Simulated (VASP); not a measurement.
# NaCl (I4/mmm) in VASP: a series of runs

NaCl is run at these levels: PBE; tasks: single point.

All numbers are computed with VASP 6.6.1; they aren't measurements. Logs are shortened: lines on timing, memory, paths and dates and some standing lists are left out, and cuts for length are marked.

**1. The cell of the first run**

It takes space group I4/mmm (No. 139, tetragonal). Conventional cell: a = 3.845 Å, b = 3.845 Å, c = 5.210 Å, α = 90.00°, β = 90.00°, γ = 90.00°. Na (site symmetry 4/mmm) has 6 Cl at 2.61 to 2.72 Å within 3.4 Å. Cl (site symmetry 4/mmm) has 6 Na at 2.61 to 2.72 Å within 3.4 Å.

**2. Single point, PBE (strain -0.040 along x and y, -0.080 along z)**

File INCAR:

```
SYSTEM = NaCl
PREC = Accurate
ENCUT = 520
EDIFF = 1E-7
ISMEAR = 0
SIGMA = 0.05
LREAL = .False.
LASPH = .True.
NELM = 60
ALGO = Normal
ISIF = 2
LWAVE = .False.
LCHARG = .False.
GGA = PE
NBANDS = 14
```

File KPOINTS:

```
Automatic mesh
0
Gamma
  8 8 8
  0 0 0
```

File POSCAR:

```
NaCl
1.0
    0.0000000000      2.7184800000      2.6052100000
    2.7184800000      0.0000000000      2.6052100000
    2.7184800000      2.7184800000      0.0000000000
Na Cl
1 1
Direct
    0.0000000000      0.0000000000      0.0000000000
    0.5000000000      0.5000000000      0.5000000000
```

Potentials or basis: VASP PAW PBE potentials, release 64 (Na_pv, Cl).

The run is started by

```bash
> cat potpaw_PBE.64/Na_pv/POTCAR potpaw_PBE.64/Cl/POTCAR > POTCAR
> mpirun -np 1 vasp_std > vasp.out
```

OUTCAR:

```text
SYSTEM = NaCl
   PREC = Accurate
   ENCUT = 520
   EDIFF = 1E-7
   ISMEAR = 0
   LREAL = .False.
   LASPH = .True.
   NELM = 60
   ISIF = 2
   GGA = PE

 ion  position               nearest neighbor table
   1  0.000  0.000  0.000-   2 2.61   2 2.61   2 2.72   2 2.72   2 2.72   2 2.72
   2  0.500  0.500  0.500-   1 2.61   1 2.61   1 2.72   1 2.72   1 2.72   1 2.72

  LATTYP: Found a body centered tetragonal cell.
 ALAT       =     3.8445112850
 C/A-ratio  =     1.3552879973

  Lattice vectors:

 A1 = (   0.0000000000,  -2.7184800000,  -2.6052100000)
 A2 = (   0.0000000000,   2.7184800000,  -2.6052100000)
 A3 = (   2.7184800000,   0.0000000000,   2.6052100000)

Analysis of symmetry for initial positions (statically):
=====================================================================
 Subroutine PRICEL returns:
 Original cell was already a primitive cell.

 Routine SETGRP: Setting up the symmetry group for a
 body centered tetragonal supercell.

 Subroutine GETGRP returns: Found 16 space group operations
 (whereof 16 operations were pure point group operations)
 out of a pool of 16 trial point group operations.

The static configuration has the point symmetry D_4h.

Analysis of symmetry for dynamics (positions and initial velocities):
=====================================================================
 Subroutine PRICEL returns:
 Original cell was already a primitive cell.

 Routine SETGRP: Setting up the symmetry group for a
 body centered tetragonal supercell.

 Subroutine GETGRP returns: Found 16 space group operations
 (whereof 16 operations were pure point group operations)
 out of a pool of 16 trial point group operations.

The dynamic configuration has the point symmetry D_4h.

 Subroutine INISYM returns: Found 16 space group operations
 (whereof 16 operations are pure point group operations),
 and found     1 'primitive' translations

----------------------------------------------------------------------------------------

                                     Primitive cell

  volume of cell :      38.5057

  direct lattice vectors                    reciprocal lattice vectors
     0.000000000  2.718480000  2.605210000    -0.183926312  0.183926312  0.191923108
     2.718480000  0.000000000  2.605210000     0.183926312 -0.183926312  0.191923108
     2.718480000  2.718480000  0.000000000     0.183926312  0.183926312 -0.191923108

  length of vectors
     3.765269267  3.765269267  3.844511285     0.323252619  0.323252619  0.323252619

  position of ions in fractional coordinates (direct lattice)
     0.000000000  0.000000000  0.000000000
     0.500000000  0.500000000  0.500000000

  ion indices of the primitive-cell ions
   primitive index   ion index
                 1           1
                 2           2

----------------------------------------------------------------------------------------

 KPOINTS: Automatic mesh

Automatic generation of k-mesh.
 Grid dimensions read from file:
 generate k-points for:    8    8    8

 Generating k-lattice:

  Cartesian coordinates                     Fractional coordinates (reciprocal lattice)
    -0.022990789  0.022990789  0.023990388     0.125000000  0.000000000  0.000000000
     0.022990789 -0.022990789  0.023990388     0.000000000  0.125000000  0.000000000
     0.022990789  0.022990789 -0.023990388     0.000000000  0.000000000  0.125000000

  Length of vectors
     0.040406577  0.040406577  0.040406577

  Shift w.r.t. Gamma in fractional coordinates (k-lattice)
     0.000000000  0.000000000  0.000000000

 Subroutine IBZKPT returns following result:
 ===========================================

 Found     59 irreducible k-points:

 Following reciprocal coordinates:
            Coordinates               Weight
  0.000000  0.000000  0.000000      1.000000
  0.125000  0.000000  0.000000      8.000000
  0.250000  0.000000  0.000000      8.000000
  0.375000 -0.000000  0.000000      8.000000
  0.500000  0.000000  0.000000      4.000000
  0.125000  0.125000  0.000000      2.000000
[... 16 lines left out ...]
  0.250000 -0.000000  0.125000     16.000000
  0.375000 -0.000000  0.125000     16.000000
 [... further k-points ...]
   k-points           NKPTS =     59   k-points in BZ     NKDIM =     59   number of bands    NBANDS=     14
   number of dos      NEDOS =    301   number of ions     NIONS =      2
   total plane-waves  NPLWV =  23520
   dimension x,y,z NGX =    28 NGY =   28 NGZ =   30
   dimension x,y,z NGXF=    56 NGYF=   56 NGZF=   60
   ions per type =               1   1
   NGX,Y,Z   is equivalent  to a cutoff of  12.36, 12.36, 12.97 a.u.
   NGXF,Y,Z  is equivalent  to a cutoff of  24.73, 24.73, 25.95 a.u.
 SYSTEM =  NaCl
   PREC   = accura    normal or accurate (medium, high low for compatibility)
   ISTART =      0    job   : 0-new  1-cont  2-samecut
   ICHARG =      2    charge: 1-file 2-atom 10-const
   ISPIN  =      1    spin polarized calculation?
   LNONCOLLINEAR =      F non collinear calculations
   LSORBIT =      F    spin-orbit coupling
   LASPH  =      T    aspherical Exc in radial PAW
   ENCUT  =  520.0 eV  38.22 Ry    6.18 a.u.   7.00  7.00  7.15*2*pi/ulx,y,z
   NELM   =     60;   NELMIN=  2; NELMDL= -5     # of ELM steps
   EDIFF  = 0.1E-06   stopping-criterion for ELM
   LREAL  =      F    real-space projection
   EDIFFG = 0.1E-05   stopping-criterion for IOM
   NSW    =      0    number of steps for IOM
   IBRION =     -1    ionic relax: 0-MD 1-quasi-New 2-CG
   NFREE  =      0    steps in history (QN), initial steepest desc. (CG)
   ISIF   =      2    stress and relaxation
   ISYM   =      2    0-nonsym 1-usesym 2-fastsym
   POTIM  = 0.5000    time-step for ionic-motion
   TEBEG  =    0.0;   TEEND  =   0.0 temperature during run
   PSTRESS=    0.0 pullay stress
   NELECT =      14.0000    total number of electrons
   NUPDOWN=      -1.0000    fix difference up-down
   EMIN   =  10.00;   EMAX   =-10.00  energy-range for DOS
   EFERMI =   0.00;   METHOD = LEGACY
   ISMEAR =     0;   SIGMA  =   0.05  broadening in eV -4-tet -1-fermi 0-gaus
   EFERMI_NEDOS =   21; number of points for ismear=-14 and -15
   IALGO  =     38    algorithm
   IMIX   =      4    mixing-type and parameters
     AMIX     =   0.40;   BMIX     =  1.00
     AMIX_MAG =   1.60;   BMIX_MAG =  1.00
  volume/ion in A,a.u.               =      19.25       129.92
  Fermi-wavevector in a.u.,A,eV,Ry     =   1.168447  2.208045 18.575617  1.365269
  Thomas-Fermi vector in A             =   2.304934
   LORBIT       =      0    0 simple, 1 ext, 2 COOP (PROOUT), +10 PAW based schemes
   GGA     = PE    functional components
   LHFCALC =     F    Hartree Fock is set to
   AEXX    =    0.0000 exact exchange contribution
   IVDW    =     0    specifies the selected vdW correction
   LEPSILON=     F    determine dielectric tensor
   LRPA    =     F    only Hartree local field effects (RPA)
 non-spin polarized calculation
 Gauss-broadening in eV      SIGMA  =   0.05
  energy-cutoff  :      520.00
  volume of cell :       38.51
 maximum number of plane-waves:      1058
   NGX = 13   NGY = 13   NGZ = 15

 number of electron      13.9999991 magnetization

 Free energy of the ion-electron system (eV)
  ---------------------------------------------------
  ext. energy  EPLUGINS =         0.00000000
  ---------------------------------------------------
  free energy    TOTEN  =        -6.62984656 eV

  energy without entropy =       -6.62984656  energy(sigma->0) =       -6.62984656

 E-fermi :   0.4976     XC(G=0):  -8.8363

 val. band max:        0.2587968873   @ k =   0.0000   0.0000   0.0000
 cond. band min:       6.0128291135   @ k =   0.0000   0.0000   0.0000
 fundamental gap:      5.7540322262
 Fermi energy:         0.4975624255

 k-point     1 :       0.0000    0.0000    0.0000
  band No.  band energies     occupation
      1     -20.3200      2.00000
      2     -20.3200      2.00000
      3     -20.3200      2.00000
      4     -12.8096      2.00000
      5       0.2345      2.00000
      6       0.2588      2.00000
      7       0.2588      2.00000
      8       6.0128      0.00000
      9      11.3798      0.00000
     10      11.3799      0.00000
     11      11.7350      0.00000
     12      13.5749      0.00000
     13      14.1501      0.00000
     14      15.7400      0.00000

 k-point     2 :       0.1250    0.0000    0.0000
  band No.  band energies     occupation
      1     -20.3291      2.00000
      2     -20.3208      2.00000
      3     -20.3203      2.00000
      4     -12.7369      2.00000
      5      -0.2137      2.00000
      6       0.1937      2.00000
      7       0.1946      2.00000
      8       6.5685      0.00000
      9      10.9669      0.00000
     10      11.6023      0.00000
     11      11.8656      0.00000
     12      13.4143      0.00000
     13      13.9088      0.00000
     14      16.8267      0.00000

 k-point     3 :       0.2500    0.0000    0.0000
  band No.  band energies     occupation
      1     -20.3508      2.00000
      2     -20.3227      2.00000
      3     -20.3210      2.00000
      4     -12.5545      2.00000
      5      -1.1291      2.00000
      6       0.0465      2.00000
      7       0.0774      2.00000
      8       7.5100      0.00000
      9      10.6511      0.00000
     10      11.7246      0.00000
     11      12.1392      0.00000
     12      13.8421      0.00000
     13      14.0422      0.00000
     14      17.1171      0.00000

 k-point     4 :       0.3750   -0.0000    0.0000
  band No.  band energies     occupation
      1     -20.3721      2.00000
      2     -20.3247      2.00000
      3     -20.3217      2.00000
      4     -12.3613      2.00000
      5      -1.8925      2.00000
      6      -0.0932      2.00000
      7      -0.0335      2.00000
      8       7.7959      0.00000
      9      11.4678      0.00000
     10      11.4714      0.00000
     11      11.9673      0.00000
     12      15.3979      0.00000
     13      15.4489      0.00000
     14      16.5262      0.00000

 k-point     5 :       0.5000    0.0000    0.0000
  band No.  band energies     occupation
      1     -20.3808      2.00000
      2     -20.3254      2.00000
      3     -20.3220      2.00000
      4     -12.2776      2.00000
      5      -2.1826      2.00000
      6      -0.1487      2.00000
      7      -0.0780      2.00000
      8       7.7725      0.00000
      9      11.3396      0.00000
     10      11.8464      0.00000
     11      12.1751      0.00000
[... 276 lines left out ...]
 k-point    22 :       0.1250    0.0000    0.1250
  band No.  band energies     occupation
      1     -20.3280      2.00000
      2     -20.3224      2.00000
      3     -20.3218      2.00000
      4     -12.7203      2.00000
      5      -0.2305      2.00000
      6       0.1050      2.00000
      7       0.1502      2.00000
      8       6.7522      0.00000
      9      10.5462      0.00000
     10      11.8945      0.00000
     11      12.1526      0.00000
     12      12.8179      0.00000
     13      14.2410      0.00000
     14      17.1747      0.00000

 k-point    23 :       0.2500   -0.0000    0.1250
  band No.  band energies     occupation
      1     -20.3428      2.00000
      2     -20.3239      2.00000
      3     -20.3234      2.00000
      4     -12.5834      2.00000
      5      -0.8910      2.00000
      6      -0.0207      2.00000
      7       0.0113      2.00000
      8       7.6388      0.00000
      9      10.0745      0.00000
     10      11.7857      0.00000
     11      12.4470      0.00000
     12      13.0413      0.00000
     13      14.5358      0.00000
     14      18.2282      0.00000

 k-point    24 :       0.3750   -0.0000    0.1250
  band No.  band energies     occupation
      1     -20.3625      2.00000
      2     -20.3261      2.00000
      3     -20.3246      2.00000
      4     -12.3981      2.00000
      5      -1.6196      2.00000
      6      -0.2095      2.00000
      7      -0.1154      2.00000
      8       8.2022      0.00000
      9      10.5864      0.00000
     10      11.1733      0.00000
     11      12.3408      0.00000
     12      14.4431      0.00000
     13      15.7508      0.00000
     14      17.7382      0.00000

 [... further k-points ...]

------------------------ aborting loop because EDIFF is reached ----------------------------------------

  FORCE on cell =-STRESS in cart. coord.  units (eV):
  Direction    XX          YY          ZZ          XY          YZ          ZX
  --------------------------------------------------------------------------------------
  -------------------------------------------------------------------------------------
  Total        1.2936837      1.2936837      2.2836481      0.0000000      0.0000000     -0.0000000
  in kB       53.8286725     53.8286725     95.0199377      0.0000000      0.0000000     -0.0000000
  external PRESSURE =      67.5590942 kB  Pullay stress =       0.0000000 kB

 VOLUME and BASIS-vectors are now :
 -----------------------------------------------------------------------------
  energy-cutoff  :      520.00
  volume of cell :       38.51
      direct lattice vectors                 reciprocal lattice vectors
     0.000000000  2.718480000  2.605210000    -0.183926312  0.183926312  0.191923108
     2.718480000  0.000000000  2.605210000     0.183926312 -0.183926312  0.191923108
     2.718480000  2.718480000  0.000000000     0.183926312  0.183926312 -0.191923108

 POSITION                                       TOTAL-FORCE (eV/Angst)
 -----------------------------------------------------------------------------------
      0.00000      0.00000      0.00000         0.000000      0.000000      0.000000
      2.71848      2.71848      2.60521         0.000000      0.000000      0.000000
 -----------------------------------------------------------------------------------
    total drift:                                0.000000      0.000000      0.000000

  FREE ENERGIE OF THE ION-ELECTRON SYSTEM (eV)
  ---------------------------------------------------
  free  energy   TOTEN  =        -6.6298465566 eV

  energy  without entropy=       -6.6298465566  energy(sigma->0) =       -6.62984656
```

It took 51 s on 1 thread of Intel Xeon 8259CL, shared host; peak memory 0.17 GiB.

What came out:

```yaml
Free_energy: -6.6298 eV
Pressure: 6.8 GPa
Band_gap_on_the_k_mesh: 5.75 eV
```

Caveat: the cell differs from its parent crystal (strain -0.040 along x and y, -0.080 along z); the cell stands under pressure.

(Continued in part 2 of 2.)
